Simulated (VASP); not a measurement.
Set up this calculation in VASP 6.6.1, as the native input.

```yaml
Task: single point
Functional: PBE
Potentials_or_basis: VASP PAW PBE potentials, release 64 (Co, O)
Cutoff: 520 eV
k_mesh: 12 × 12 × 12
Occupations: gaussian, width 0.02 eV
Spin: no spin polarisation
Hubbard_terms: Co d U = 3.32 eV
Dipole_correction: no
Further_INCAR_settings: ALGO = Normal; EDIFF = 1e-07; NBANDS = 14
```

The structure of CoO lies in POSCAR:

```
CoO
1.0
   -1.4340607057      1.4340607057      2.0039284158
    1.4340607057     -1.4340607057      2.0039284158
    1.4340607057      1.4340607057     -2.0039284158
Co O
1 1
Direct
    0.0000000000      0.0000000000      0.0000000000
    0.5000000000      0.5000000000      0.0000000000
```

The input as run:

INCAR

```
SYSTEM = CoO
PREC = Accurate
ENCUT = 520
EDIFF = 1E-7
ISMEAR = 0
SIGMA = 0.02
LREAL = .False.
LASPH = .True.
NELM = 150
ALGO = Normal
ISIF = 2
LWAVE = .False.
LCHARG = .False.
LMAXMIX = 4
LDAU = .True.
LDAUTYPE = 2
LDAUL = 2 -1
LDAUU = 3.32 0
LDAUJ = 0 0
LDAUPRINT = 1
GGA = PE
NBANDS = 14
```

KPOINTS

```
Automatic mesh
0
Gamma
  12 12 12
  0 0 0
```

Potentials or basis: VASP PAW PBE potentials, release 64 (Co, O).

Launch:

```bash
$ cat potpaw_PBE.64/Co/POTCAR potpaw_PBE.64/O/POTCAR > POTCAR
$ mpirun -np 1 vasp_std > vasp.out
```

Results of the run:

```json
{
 "Pressure": "9.3 GPa",
 "Band gap on the k mesh": "zero (an odd number of electrons rules out a gap without spin polarisation)"
}
```

Caveat: the cell stands under pressure; an odd number of electrons without spin polarisation forces a metal; a magnetic or distorted state may lie lower; the run has no spin polarisation, though such a crystal can be magnetic; U without spin polarisation on a metal has little footing.

Wall time 18 s on 1 thread of Intel(R) Xeon(R) 6975P-C (Granite Rapids), with other jobs on the host, peak memory 0.17 GiB.
